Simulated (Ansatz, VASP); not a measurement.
**Two plane-wave programs on WS**

```
W S
1.0
     0.00000    2.95947    2.95947
     2.95947    0.00000    2.95947
     2.95947    2.95947    0.00000
W S
1 1
Direct
  0.00000 0.00000 0.00000
  0.25000 0.25000 0.25000
```

Alike in both runs: task single point; functional r2SCAN; k mesh 12 × 12 × 12; occupations gaussian, width 0.1 eV; collinear spin; Hubbard terms W d U = 6.2 eV.

```csv
,VASP,Ansatz
version,VASP 6.6.1,Ansatz 0.2.0
potentials or method,"VASP PAW PBE potentials, release 64 (W_sv, S), cutoff 520 eV","scalar-relativistic, plane waves, PAW"
valence electrons in the cell,20,20
```

|  | VASP | Ansatz | Ansatz less VASP |
| --- | --- | --- | --- |
| gap on the k mesh at the Fermi level (eV) | none | none | - |
| pressure (GPa) | -1.7 | 0.0 | +1.71 |
| net moment per atom (μB) | 2.00 | 2.00 | 0.000 |
| size of the moment on the site where the two differ most (μB) | 3.25 | 2.76 | -0.490 |

VASP's potentials were made for PBE, not for r2SCAN. Site moments also hang on the region over which each program counts them. The programs project onto different local orbitals, so the same U acts differently, and such runs can settle in different states. A gap of «none» marks a metal or a gap that the smearing closes. Ansatz's warnings: filled band counts differ across k points, stability check not made.

Spin-orbit coupling is off throughout.
